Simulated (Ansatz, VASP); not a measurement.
# Fe in VASP and in Ansatz

INCAR

```
  PREC = Accurate
  ENCUT = 520
  EDIFF = 1E-6
  ISMEAR = -1
  SIGMA = 0.1
  LREAL = False
  LASPH = True
  NELM = 60
  ALGO = Normal
  ISIF = 2
  LWAVE = False
  LCHARG = False
  GGA = PE
  NBANDS = 19
```

Contents of KPOINTS:

```
regular mesh
0
Gamma
  12 12 17
```

POSCAR

```
Fe
1.0
    3.7531200533      0.0000000000      0.0000000000
   -1.8765600267      3.2502973096      0.0000000000
    0.0000000000      0.0000000000      2.3586401226
Fe
3
Direct
    1.0000000000      0.0000000000      0.0000000000
    0.3333333333      0.6666666667      0.5000000000
    0.6666666667      0.3333333333      0.5000000000
```

Input for Ansatz:

```yaml
crystal:
  lattice:
    - [3.7531200533, 0.0, 0.0]
    - [-1.8765600267, 3.2502973096, 0.0]
    - [0.0, 0.0, 2.3586401226]
  atoms:
    - { symbol: Fe, position: [1.0, 0.0, 0.0] }
    - { symbol: Fe, position: [0.3333333333, 0.6666666667, 0.5] }
    - { symbol: Fe, position: [0.6666666667, 0.3333333333, 0.5] }
hamiltonian:
  xc: pbe
  pseudopotentials:
    kind: paw
    azcp:
      Fe: "pseudopotentials/Fe.paw.azcp"
basis:
  ecutwfc: 420
  fft_grid_basis: typed
kpoints:
  mp_grid: { grid: [12, 12, 17], shift: [0, 0, 0] }
magnetization:
  spin_polarized: false
scf:
  occupations: { method: fermi_dirac, width: 0.1 }
output:
  stress: true
```

Alike in both runs: task single point; functional PBE; k mesh 12 × 12 × 17; occupations fermi-dirac, width 0.1 eV; no spin polarisation.

|  | VASP | Ansatz |
| --- | --- | --- |
| version | VASP 6.6.1 | Ansatz 0.2.0 |
| potentials or method | VASP PAW PBE potentials, release 64 (Fe), cutoff 520 eV | plane waves (420 eV) with PAW, scalar-relativistic |
| valence electrons in the cell | 24 | 48 |

```tsv
	VASP	Ansatz	Ansatz less VASP
pressure (GPa)	26.7	27.7	+0.98
traceless stress, the component that is largest in VASP (GPa)	-1.78	-2.01	-0.234
```

VASP's potentials hold 24 valence electrons a cell and Ansatz's 48, so a difference there can come from the potentials and not from the codes.
